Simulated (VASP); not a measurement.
# Si3Mo (P-6m2) in VASP: a series of runs, part 2 of 2

VASP 6.6.1. Earlier steps stand in the parts before.

### 3 Single point, PBE

This run uses another cell than the first one, of 14.92 Å³/atom, 1.036 times its volume.

Input file INCAR:

```
SYSTEM = Si3Mo
PREC = Accurate
ENCUT = 520
EDIFF = 1E-7
ISMEAR = 0
SIGMA = 0.1
LREAL = .FALSE.
LASPH = .TRUE.
NELM = 100
ALGO = Normal
ISIF = 2
LWAVE = .FALSE.
LCHARG = .TRUE.
GGA = PE
LELF = .TRUE.
LVHAR = .TRUE.
NBANDS = 21
```

Input file KPOINTS:

```
regular mesh
0
G
  6 6 2
  0 0 0
```

Input file POSCAR:

```
Si3Mo
1.0
    2.9871500215      0.0000000000      0.0000000000
   -1.4935750107      2.5869478035      0.0000000000
    0.0000000000      0.0000000000      7.7211472234
Si Mo
3 1
Direct
    0.0000000000      0.0000000000      0.0000000000
    0.3333333333      0.6666666667      0.7465061334
    0.3333333333      0.6666666667      0.2534938666
    0.0000000000      0.0000000000      0.5000000000
```

Potentials or basis: VASP PAW PBE potentials, release 64 (Si, Mo_sv).

Launch:

```console
$ cat potpaw_PBE.64/Si/POTCAR potpaw_PBE.64/Mo_sv/POTCAR > POTCAR
$ mpirun -np 1 vasp_std > vasp.out
```

OUTCAR:

```text
SYSTEM = Si3Mo
   PREC = Accurate
   ENCUT = 520
   EDIFF = 1E-7
   ISMEAR = 0
   LREAL = .FALSE.
   LASPH = .TRUE.
   NELM = 100
   ISIF = 2
   GGA = PE

 ion  position               nearest neighbor table
   1  0.000  0.000  0.000-   2 2.61   3 2.61   2 2.61   3 2.61   2 2.61   3 2.61
   2  0.333  0.667  0.747-   4 2.57   4 2.57   4 2.57   1 2.61   1 2.61   1 2.61
   3  0.333  0.667  0.253-   4 2.57   4 2.57   4 2.57   1 2.61   1 2.61   1 2.61
   4  0.000  0.000  0.500-   2 2.57   3 2.57   2 2.57   3 2.57   2 2.57   3 2.57

  LATTYP: Found a hexagonal cell.
 ALAT       =     2.9871500215
 C/A-ratio  =     2.5847872279

  Lattice vectors:

 A1 = (   2.9871500215,   0.0000000000,   0.0000000000)
 A2 = (  -1.4935750107,   2.5869478035,   0.0000000000)
 A3 = (   0.0000000000,   0.0000000000,   7.7211472234)

Analysis of symmetry for initial positions (statically):
=====================================================================
 Subroutine PRICEL returns:
 Original cell was already a primitive cell.

 Routine SETGRP: Setting up the symmetry group for a
 hexagonal supercell.

 Subroutine GETGRP returns: Found 12 space group operations
[... 159 lines left out ...]
 E-fermi :  10.3165     XC(G=0): -11.6829

 val. band max:       10.2946039498   @ k =   0.3333   0.1667   0.5000
 cond. band min:      10.4977281568   @ k =   0.3333   0.3333   0.5000
 fundamental gap:      0.2031242070
 Fermi energy:        10.3164789836

 k-point     1 :       0.0000    0.0000    0.0000
  band No.  band energies     occupation
      1     -50.2338      2.00000
      2     -24.4629      2.00000
      3     -24.0191      2.00000
      4     -24.0191      2.00000
      5      -2.9990      2.00000
      6      -0.5620      2.00000
[... 325 lines left out ...]
     20      14.8268      0.00000
     21      15.9792      0.00000

------------------------ aborting loop because EDIFF is reached ----------------------------------------

  FORCE on cell =-STRESS in cart. coord.  units (eV):
  Direction    XX          YY          ZZ          XY          YZ          ZX
  --------------------------------------------------------------------------------------
  -------------------------------------------------------------------------------------
  Total        0.0520114      0.0520114     -0.0145132      0.0000000      0.0000000     -0.0000000
  in kB        1.3966337      1.3966337     -0.3897143      0.0000000      0.0000000     -0.0000000
  external PRESSURE =       0.8011843 kB  Pullay stress =       0.0000000 kB

 VOLUME and BASIS-vectors are now :
 -----------------------------------------------------------------------------
  energy-cutoff  :      520.00
  volume of cell :       59.67
      direct lattice vectors                 reciprocal lattice vectors
     2.987150022  0.000000000  0.000000000     0.334767251  0.193277962  0.000000000
    -1.493575011  2.586947804  0.000000000     0.000000000  0.386555925  0.000000000
     0.000000000  0.000000000  7.721147223     0.000000000  0.000000000  0.129514432

 POSITION                                       TOTAL-FORCE (eV/Angst)
 -----------------------------------------------------------------------------------
      0.00000      0.00000      0.00000         0.000000     -0.000000      0.000000
     -0.00000      1.72463      5.76388         0.000000     -0.000000      0.038781
     -0.00000      1.72463      1.95726        -0.000000      0.000000     -0.038781
      0.00000      0.00000      3.86057         0.000000     -0.000000      0.000000
 -----------------------------------------------------------------------------------
    total drift:                                0.000000     -0.000000      0.000000

  FREE ENERGIE OF THE ION-ELECTRON SYSTEM (eV)
  ---------------------------------------------------
  free  energy   TOTEN  =       -26.3689657159 eV

  energy  without entropy=      -26.3552067925  energy(sigma->0) =      -26.36208625
```

stdout:

```text
POSCAR found type information on POSCAR SiMo
 POSCAR found :  2 types and       4 ions
 scaLAPACK will be used
 LDA part: xc-table for (Slater+PW92), standard interpolation
 POSCAR, INCAR and KPOINTS ok, starting setup
 FFT: planning ... GRIDC
 FFT: planning ... GRID_SOFT
 FFT: planning ... GRID
 WAVECAR not read
 entering main loop
```

Run time: 19 s. Hardware: 1 thread of Intel Xeon Platinum 8259CL at 2.50GHz (Skylake/Cascade Lake), shared host; peak memory 0.18 GiB.

What came out:

* Free energy: -26.3690 eV
* Pressure: 0.1 GPa
* Largest force: 0.039 eV/Å
* Band gap on the k mesh: zero (band 13 reaches 11.06 eV, above the bottom of band 14 at 8.94 eV)

Forces in eV/Å, atoms in the order of the input:
```
Si   0.000  0.000  0.000
Si   0.000  0.000  0.039
Si   0.000  0.000 -0.039
Mo   0.000  0.000  0.000
```

Caveat: the k points lie up to 0.41 Å⁻¹ apart.

### 4 Relaxation of cell and atoms, PBE

Input file INCAR:

```
PREC     = Accurate       # precision mode
ENCUT    = 600            # plane-wave cutoff, eV
EDIFF    = 1E-7           # SCF threshold, eV
ISMEAR   = 0              # smearing method
SIGMA    = 0.1            # smearing width, eV
LREAL    = F              # projectors in reciprocal space
LASPH    = T              # aspherical terms in the spheres
NELM     = 60             # most SCF steps
ALGO     = Normal         # electronic algorithm
ISIF     = 3              # what is computed and relaxed
LWAVE    = F              # write WAVECAR
LCHARG   = F              # write CHGCAR
GGA      = PE             # functional
IBRION   = 2              # ionic algorithm
NSW      = 90             # ionic steps
EDIFFG   = -0.04          # ionic threshold
```

Input file KPOINTS:

```
Automatic mesh
0
Gamma
  6 6 2
```

Input file POSCAR:

```
Si3Mo
1.0
    2.6451923600      0.0000000000      0.0000000000
   -1.3225961800      2.2908037900      0.0000000000
    0.0000000000      0.0000000000      9.5030495100
Si Mo
3 1
Direct
    0.0000000000      0.0000000000      0.0000000000
    0.3333333300      0.6666666700      0.7547884000
    0.3333333300      0.6666666700      0.2452116000
    0.0000000000      0.0000000000      0.5000000000
```

Launch:

```console
$ cat potpaw_PBE.64/Si/POTCAR potpaw_PBE.64/Mo_sv/POTCAR > POTCAR
$ mpirun -np 1 vasp_std > vasp.out
```

It took 3.6 min on 1 thread of Intel Xeon Platinum 8259CL at 2.50GHz (Skylake/Cascade Lake), shared host; peak memory 0.22 GiB.

The run converged. Its results:

| Quantity | Value |
| --- | --- |
| Free energy | -26.3674 eV |
| Relaxed volume | 14.89 Å³/atom |
| Relaxed cell | a = 2.988 Å, b = 2.988 Å, c = 7.702 Å, α = 90.00°, β = 90.00°, γ = 120.00° |
| Space group after relaxing (to 0.05 Å) | P-6m2 (No. 187) |
| Energy gained by relaxing | 315.8 meV/atom |
| Ionic steps | 16 |
| Pressure after relaxing | 0.1 GPa |
| Largest force after relaxing | 0.007 eV/Å |
| Band gap on the k mesh | zero (band 13 reaches 11.07 eV, above the bottom of band 14 at 8.96 eV) |

Forces in eV/Å, atoms in the order of the input:
```
Si   0.000  0.000  0.000
Si   0.000  0.000  0.007
Si   0.000  0.000 -0.007
Mo   0.000  0.000  0.000
```

Stress tensor (GPa, compression positive):
```
0.11 0.00 0.00
0.00 0.11 0.00
0.00 0.00 0.21
```

Step by step:
| step | energy change (eV) | largest force (eV/Å) | pressure (GPa) | volume (Å³) |
| --- | --- | --- | --- | --- |
| 1 | 0.0000 | 0.6949 | 2.64 | 57.58 |
| 2 | -0.4699 | 0.7611 | -2.75 | 59.39 |
| 3 | -0.6885 | 0.4253 | -4.16 | 60.31 |
| 4 | -1.2008 | 0.3086 | -4.37 | 61.70 |
| 5 | -0.6130 | 1.5395 | 3.29 | 62.51 |
| 6 | -1.0724 | 0.6574 | -2.59 | 62.50 |
| 7 | -1.2295 | 0.0046 | -4.06 | 62.08 |
| 8 | -1.2320 | 0.1992 | -4.26 | 61.96 |
| 9 | -1.1415 | 0.9771 | 8.38 | 57.34 |
| 10 | -1.2564 | 0.1465 | -0.91 | 60.54 |
| 11 | -1.2565 | 0.1735 | -0.65 | 60.44 |
| 12 | -1.2606 | 0.0647 | 0.09 | 59.86 |
| 13 | -1.2606 | 0.0693 | 0.05 | 59.89 |
| 14 | -1.2617 | 0.0443 | -0.10 | 59.87 |
| 15 | -1.2629 | 0.0148 | -0.41 | 59.82 |
| 16 | -1.2633 | 0.0071 | 0.14 | 59.56 |

Final structure:
```
Si Mo
1.0
     2.98820    0.00000    0.00000
    -1.49410    2.58785    0.00000
     0.00000    0.00000    7.70225
Si Mo
3 1
Direct
  0.00000 0.00000 0.00000
  0.33333 0.66667 0.74727
  0.33333 0.66667 0.25273
  0.00000 0.00000 0.50000
```

Levels at points of the mesh, in eV from the Fermi level:
| k point | band 9 | band 10 | band 11 | band 12 | band 13 | band 14 | band 15 | band 16 | band 17 |
| --- | --- | --- | --- | --- | --- | --- | --- | --- | --- |
| (0.00, 0.00, 0.00) | -3.19 | -0.83 | -0.83 | 0.73 | 0.73 | 1.96 | 5.16 | 5.16 | 7.03 |
| (0.50, 0.00, 0.00) | -5.14 | -2.92 | -2.34 | -1.96 | -0.77 | 1.32 | 1.90 | 3.16 | 3.51 |
| (0.00, 0.00, 0.50) | -2.19 | -0.83 | -0.83 | 0.72 | 0.72 | 2.58 | 5.37 | 5.37 | 7.00 |
| (0.50, 0.00, 0.50) | -4.97 | -3.83 | -1.72 | -0.86 | -0.47 | 0.47 | 2.10 | 2.80 | 2.84 |

Caveat: the k points lie up to 0.41 Å⁻¹ apart in the final cell.

### 5 Summary

| task | cell | cutoff (eV) | gap on the mesh (eV) | pressure (GPa) | largest force (eV/Å) |
| --- | --- | --- | --- | --- | --- |
| single point | a = 2.645, b = 2.645, c = 9.503 Å, angles 90.0, 90.0, 120.0°, 4 atoms | 520 | none | 2.7 | 0.70 |
| single point | a = 2.987, b = 2.987, c = 7.721 Å, angles 90.0, 90.0, 120.0°, 4 atoms | 520 | none | 0.1 | 0.04 |
| relaxation of cell and atoms | relaxed from a = 2.645, b = 2.645, c = 9.503 Å, angles 90.0, 90.0, 120.0°, 4 atoms | 600 | none | 0.1 | 0.01 |

Alike in all rows: level PBE; potentials or basis VASP PAW PBE potentials, release 64 (Si, Mo_sv); no spin polarisation; k mesh 6 × 6 × 2; smearing gaussian 0.1 eV.

Caveats: all runs use coarse meshes.

Total energies depend on the potentials used, so only differences within one code and one set of settings carry meaning.
